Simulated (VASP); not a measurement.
# LiSi2 (Cmcm) in VASP: notebook

Runs on LiSi2. Level: PBE. Tasks: single point.

Program: VASP 6.6.1. These are calculated values, not measurements. Logs are shortened: lines on timing, memory, paths and dates and some standing lists are left out, and cuts for length are marked.

**1. The cell of the first run**

The structure is orthorhombic, space group Cmcm (No. 63). The conventional cell has a = 3.828 Å, b = 8.361 Å, c = 6.077 Å, α = 90.00°, β = 90.00°, γ = 90.00°. Li (site symmetry m2m) has 10 Si at 2.76 to 2.85 Å and 2 Li at 3.12 Å within 3.6 Å. Within 3.3 Å of Si (site symmetry m) lie 4 Si at 2.46 to 2.80 Å and 5 Li at 2.76 to 2.85 Å.

**2. Single point, PBE (volume scaled by 1.06, then relaxed in part)**

INCAR

```
SYSTEM = LiSi2
ALGO = Normal
EDIFF = 1E-6
ENCUT = 520
GGA = PE
ISIF = 2
ISMEAR = 0
LASPH = .True.
LCHARG = .True.
LELF = .True.
LREAL = .False.
LVHAR = .True.
LWAVE = .False.
NBANDS = 20
NELM = 60
PREC = Accurate
SIGMA = 0.1
```

KPOINTS

```
k-points
0
Gamma
  12 12 6
  0 0 0
```

POSCAR

```
LiSi2
1.0
    1.9141369829     -4.1804060154      0.0000000000
    1.9141369829      4.1804060154      0.0000000000
    0.0000000000      0.0000000000      6.0773132262
Li Si
2 4
Direct
    0.9586033327      0.0413966673      0.2500000000
    0.0413966673      0.9586033327      0.7500000000
    0.6637374734      0.3362625266      0.0470451142
    0.3362625266      0.6637374734      0.5470451142
    0.6637374734      0.3362625266      0.4529548858
    0.3362625266      0.6637374734      0.9529548858
```

Potentials or basis: VASP PAW PBE potentials, release 64 (Li_sv, Si).

On the command line:

```bash
> cat potpaw_PBE.64/Li_sv/POTCAR potpaw_PBE.64/Si/POTCAR > POTCAR
> mpirun -np 1 vasp_std > vasp.out
```

OUTCAR:

```text
SYSTEM = LiSi2
   EDIFF = 1E-6
   ENCUT = 520
   GGA = PE
   ISIF = 2
   ISMEAR = 0
   LASPH = .True.
   LREAL = .False.
   NELM = 60
   PREC = Accurate

 ion  position               nearest neighbor table
   1  0.959  0.041  0.250-   3 2.76   5 2.76   4 2.82   6 2.82   4 2.82   6 2.82   3 2.85   5 2.85
                             3 2.85   5 2.85
   2  0.041  0.959  0.750-   4 2.76   6 2.76   3 2.82   5 2.82   3 2.82   5 2.82   4 2.85   6 2.85
                             4 2.85   6 2.85
   3  0.664  0.336  0.047-   6 2.46   6 2.46   5 2.47   1 2.76   6 2.80   2 2.82   2 2.82   1 2.85
                             1 2.85
   4  0.336  0.664  0.547-   5 2.46   5 2.46   6 2.47   2 2.76   5 2.80   1 2.82   1 2.82   2 2.85
                             2 2.85
   5  0.664  0.336  0.453-   4 2.46   4 2.46   3 2.47   1 2.76   4 2.80   2 2.82   2 2.82   1 2.85
                             1 2.85
   6  0.336  0.664  0.953-   3 2.46   3 2.46   4 2.47   2 2.76   3 2.80   1 2.82   1 2.82   2 2.85
                             2 2.85

  LATTYP: Found a base centered orthorhombic cell.
 ALAT       =     3.8282739658
 B/A-ratio  =     2.1839638713
 C/A-ratio  =     1.5874812724

  Lattice vectors:

 A1 = (   1.9141369829,  -4.1804060154,   0.0000000000)
 A2 = (   1.9141369829,   4.1804060154,   0.0000000000)
 A3 = (   0.0000000000,   0.0000000000,   6.0773132262)

Analysis of symmetry for initial positions (statically):
=====================================================================
 Subroutine PRICEL returns:
 Original cell was already a primitive cell.

 Routine SETGRP: Setting up the symmetry group for a
 base centered orthorhombic supercell.

 Subroutine GETGRP returns: Found  8 space group operations
 (whereof  4 operations were pure point group operations)
 out of a pool of  8 trial point group operations.

The static configuration has the point symmetry C_2h.
 The point group associated with its full space group is D_2h.

Analysis of symmetry for dynamics (positions and initial velocities):
=====================================================================
 Subroutine PRICEL returns:
 Original cell was already a primitive cell.

 Routine SETGRP: Setting up the symmetry group for a
 base centered orthorhombic supercell.

 Subroutine GETGRP returns: Found  8 space group operations
 (whereof  4 operations were pure point group operations)
 out of a pool of  8 trial point group operations.

The dynamic configuration has the point symmetry C_2h.
 The point group associated with its full space group is D_2h.

 Subroutine INISYM returns: Found  8 space group operations
 (whereof  4 operations are pure point group operations),
 and found     1 'primitive' translations

----------------------------------------------------------------------------------------

                                     Primitive cell

  volume of cell :      97.2597

  direct lattice vectors                    reciprocal lattice vectors
     1.914136983 -4.180406015  0.000000000     0.261214325 -0.119605607  0.000000000
     1.914136983  4.180406015  0.000000000     0.261214325  0.119605607  0.000000000
     0.000000000  0.000000000  6.077313226     0.000000000  0.000000000  0.164546398

  length of vectors
     4.597794563  4.597794563  6.077313226     0.287295014  0.287295014  0.164546398

  position of ions in fractional coordinates (direct lattice)
     0.958603333  0.041396667  0.250000000
     0.041396667  0.958603333  0.750000000
     0.663737473  0.336262527  0.047045114
     0.336262527  0.663737473  0.547045114
     0.663737473  0.336262527  0.452954886
     0.336262527  0.663737473  0.952954886

  ion indices of the primitive-cell ions
   primitive index   ion index
                 1           1
                 2           2
                 3           3
                 4           4
                 5           5
                 6           6

----------------------------------------------------------------------------------------

 KPOINTS: k-points

Automatic generation of k-mesh.
 Grid dimensions read from file:
 generate k-points for:   12   12    6

 Generating k-lattice:

  Cartesian coordinates                     Fractional coordinates (reciprocal lattice)
     0.021767860 -0.009967134  0.000000000     0.083333333  0.000000000  0.000000000
     0.021767860  0.009967134  0.000000000     0.000000000  0.083333333  0.000000000
     0.000000000  0.000000000  0.027424400     0.000000000  0.000000000  0.166666667

  Length of vectors
     0.023941251  0.023941251  0.027424400

  Shift w.r.t. Gamma in fractional coordinates (k-lattice)
     0.000000000  0.000000000  0.000000000

 Subroutine IBZKPT returns following result:
 ===========================================

 Found    172 irreducible k-points:

 Following reciprocal coordinates:
            Coordinates               Weight
  0.000000  0.000000  0.000000      1.000000
  0.083333  0.000000  0.000000      4.000000
  0.166667  0.000000  0.000000      4.000000
  0.250000  0.000000  0.000000      4.000000
  0.333333  0.000000  0.000000      4.000000
  0.416667 -0.000000  0.000000      4.000000
[... 16 lines left out ...]
  0.500000  0.166667  0.000000      4.000000
 -0.416667  0.166667  0.000000      4.000000
 [... further k-points ...]
   k-points           NKPTS =    172   k-points in BZ     NKDIM =    172   number of bands    NBANDS=     20
   number of dos      NEDOS =    301   number of ions     NIONS =      6
   total plane-waves  NPLWV =  62208
   dimension x,y,z NGX =    36 NGY =   36 NGZ =   48
   dimension x,y,z NGXF=    72 NGYF=   72 NGZF=   96
   ions per type =               2   4
   NGX,Y,Z   is equivalent  to a cutoff of  13.02, 13.02, 13.13 a.u.
   NGXF,Y,Z  is equivalent  to a cutoff of  26.03, 26.03, 26.26 a.u.
 SYSTEM =  LiSi2
   PREC   = accura    normal or accurate (medium, high low for compatibility)
   ISTART =      0    job   : 0-new  1-cont  2-samecut
   ICHARG =      2    charge: 1-file 2-atom 10-const
   ISPIN  =      1    spin polarized calculation?
   LNONCOLLINEAR =      F non collinear calculations
   LSORBIT =      F    spin-orbit coupling
   LASPH  =      T    aspherical Exc in radial PAW
   ENCUT  =  520.0 eV  38.22 Ry    6.18 a.u.   8.55  8.55 11.30*2*pi/ulx,y,z
   NELM   =     60;   NELMIN=  2; NELMDL= -5     # of ELM steps
   EDIFF  = 0.1E-05   stopping-criterion for ELM
   LREAL  =      F    real-space projection
   EDIFFG = 0.1E-04   stopping-criterion for IOM
   NSW    =      0    number of steps for IOM
   IBRION =     -1    ionic relax: 0-MD 1-quasi-New 2-CG
   NFREE  =      0    steps in history (QN), initial steepest desc. (CG)
   ISIF   =      2    stress and relaxation
   ISYM   =      2    0-nonsym 1-usesym 2-fastsym
   POTIM  = 0.5000    time-step for ionic-motion
   TEBEG  =    0.0;   TEEND  =   0.0 temperature during run
   PSTRESS=    0.0 pullay stress
   NELECT =      22.0000    total number of electrons
   NUPDOWN=      -1.0000    fix difference up-down
   EMIN   =  10.00;   EMAX   =-10.00  energy-range for DOS
   EFERMI =   0.00;   METHOD = LEGACY
   ISMEAR =     0;   SIGMA  =   0.10  broadening in eV -4-tet -1-fermi 0-gaus
   EFERMI_NEDOS =   21; number of points for ismear=-14 and -15
   IALGO  =     38    algorithm
   IMIX   =      4    mixing-type and parameters
     AMIX     =   0.40;   BMIX     =  1.00
     AMIX_MAG =   1.60;   BMIX_MAG =  1.00
  volume/ion in A,a.u.               =      16.21       109.39
  Fermi-wavevector in a.u.,A,eV,Ry     =   0.997481  1.884966 13.537370  0.994969
  Thomas-Fermi vector in A             =   2.129640
   LORBIT       =      0    0 simple, 1 ext, 2 COOP (PROOUT), +10 PAW based schemes
   GGA     = PE    functional components
   LHFCALC =     F    Hartree Fock is set to
   AEXX    =    0.0000 exact exchange contribution
   IVDW    =     0    specifies the selected vdW correction
   LEPSILON=     F    determine dielectric tensor
   LRPA    =     F    only Hartree local field effects (RPA)
 non-spin polarized calculation
 Gauss-broadening in eV      SIGMA  =   0.10
  energy-cutoff  :      520.00
  volume of cell :       97.26
 maximum number of plane-waves:      2644
 NGX is ok and might be reduce to    36
   NGX = 17   NGY = 17   NGZ = 23

 number of electron      22.0000009 magnetization

 Free energy of the ion-electron system (eV)
  ---------------------------------------------------
  ext. energy  EPLUGINS =         0.00000000
  ---------------------------------------------------
  free energy    TOTEN  =       -25.77772319 eV

  energy without entropy =      -25.77062575  energy(sigma->0) =      -25.77417447

 E-fermi :   6.2097     XC(G=0):  -9.6440

 val. band max:        6.1941415142   @ k =  -0.1667   0.1667   0.5000
 cond. band min:       6.2150070312   @ k =   0.1667   0.0000   0.1667
 fundamental gap:      0.0208655169
 Fermi energy:         6.2097452880

 k-point     1 :       0.0000    0.0000    0.0000
  band No.  band energies     occupation
      1     -40.3665      2.00000
      2     -40.3612      2.00000
      3      -5.5993      2.00000
      4      -3.0529      2.00000
      5      -0.8076      2.00000
      6       2.7145      2.00000
[... 12 lines left out ...]
     19      10.3225      0.00000
     20      11.2164      0.00000

 k-point     2 :       0.0833    0.0000    0.0000
  band No.  band energies     occupation
      1     -40.3665      2.00000
      2     -40.3612      2.00000
      3      -5.5304      2.00000
      4      -2.9761      2.00000
      5      -0.8033      2.00000
      6       2.3970      2.00000
[... 12 lines left out ...]
     19      10.4008      0.00000
     20      11.1075      0.00000
[... 465 lines left out ...]
      3      -4.0905      2.00000
      4      -2.2162      2.00000
      5      -1.3417      2.00000
      6       0.9185      2.00000
[... 12 lines left out ...]
     19      12.0741      0.00000
     20      12.7237      0.00000

 k-point    24 :      -0.4167    0.1667    0.0000
  band No.  band energies     occupation
      1     -40.3662      2.00000
      2     -40.3610      2.00000
      3      -4.6039      2.00000
      4      -1.9251      2.00000
      5      -1.7454      2.00000
      6       1.3498      2.00000
[... 12 lines left out ...]
     19      11.8657      0.00000
     20      12.4578      0.00000

 [... further k-points ...]

------------------------ aborting loop because EDIFF is reached ----------------------------------------

  FORCE on cell =-STRESS in cart. coord.  units (eV):
  Direction    XX          YY          ZZ          XY          YZ          ZX
  --------------------------------------------------------------------------------------
  -------------------------------------------------------------------------------------
  Total       -1.6456683     -1.5874630     -1.5734324      0.0000000      0.0000000      0.0000000
  in kB      -27.1093929    -26.1505660    -25.9194386      0.0000000      0.0000000      0.0000000
  external PRESSURE =     -26.3931325 kB  Pullay stress =       0.0000000 kB

 VOLUME and BASIS-vectors are now :
 -----------------------------------------------------------------------------
  energy-cutoff  :      520.00
  volume of cell :       97.26
      direct lattice vectors                 reciprocal lattice vectors
     1.914136983 -4.180406015  0.000000000     0.261214325 -0.119605607  0.000000000
     1.914136983  4.180406015  0.000000000     0.261214325  0.119605607  0.000000000
     0.000000000  0.000000000  6.077313226     0.000000000  0.000000000  0.164546398

 POSITION                                       TOTAL-FORCE (eV/Angst)
 -----------------------------------------------------------------------------------
      1.91414     -3.83430      1.51933         0.000000      0.000730     -0.000000
      1.91414      3.83430      4.55798         0.000000     -0.000730      0.000000
      1.91414     -1.36898      0.28591         0.000000     -0.010137     -0.003972
      1.91414      1.36898      3.32456         0.000000      0.010137     -0.003972
      1.91414     -1.36898      2.75275         0.000000     -0.010137      0.003972
      1.91414      1.36898      5.79141         0.000000      0.010137      0.003972
 -----------------------------------------------------------------------------------
    total drift:                                0.000000      0.000000     -0.000000

  FREE ENERGIE OF THE ION-ELECTRON SYSTEM (eV)
  ---------------------------------------------------
  free  energy   TOTEN  =       -25.7777231945 eV

  energy  without entropy=      -25.7706257544  energy(sigma->0) =      -25.77417447
```

Wall time 2.9 min (1 thread of Intel Xeon 6975P-C (Granite Rapids), shared host); peak memory 0.39 GiB.

Results:

| Quantity | Value |
| --- | --- |
| Free energy | -25.7777 eV |
| Largest force | 0.011 eV/Å |
| Band gap on the k mesh | zero (band 11 reaches 8.07 eV, above the bottom of band 12 at 4.78 eV) |

Forces in eV/Å, atoms in the order of the input:
```
Li   0.000  0.001  0.000
Li   0.000 -0.001  0.000
Si   0.000 -0.010 -0.004
Si   0.000  0.010 -0.004
Si   0.000 -0.010  0.004
Si   0.000  0.010  0.004
```

Caveat: the cutoff is under 1.25 times the usual one of these potentials, so pressure, stress and relaxed cells hold a basis-set (Pulay) error.

(Part 1 of 2 ends here.)
